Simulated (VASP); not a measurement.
Here is a VASP 6.6.1 calculation.

File INCAR:

```
PREC = Accurate ; ENCUT = 520
EDIFF = 1E-7 ; ISMEAR = 0
SIGMA = 0.05 ; LREAL = False
LASPH = True ; NELM = 60
ALGO = Normal ; ISIF = 2
LWAVE = False ; LCHARG = True
GGA = PS ; IVDW = 12
LELF = True ; LVHAR = True
NBANDS = 11
```

File KPOINTS:

```
Automatic mesh
0
Gamma
  15 15 15
```

The input POSCAR:

```
C
1.0
    1.2290461105      0.7095901028      3.2829684898
   -1.2290461105      0.7095901028      3.2829684898
    0.0000000000     -1.4191802055      3.2829684898
C
2
Direct
    0.1584472250      0.1747200074      0.1665836162
    0.8415527750      0.8252799926      0.8334163838
```

Potentials or basis: VASP PAW PBE potentials, release 64 (C).

Launch:

```console
$ cat potpaw_PBE.64/C/POTCAR > POTCAR
$ mpirun -np 1 vasp_std > vasp.out
```

Estimate the pressure.

1.5 GPa.

Estimate the largest force.

2.222 eV/Å.

Stress tensor (GPa, compression positive):
```
 2.50 -4.90 -0.02
-4.90  2.09 -0.01
-0.02 -0.01 -0.04
```

Caveat: the PAW data sets were made with another functional, which shifts forces and pressure a little.
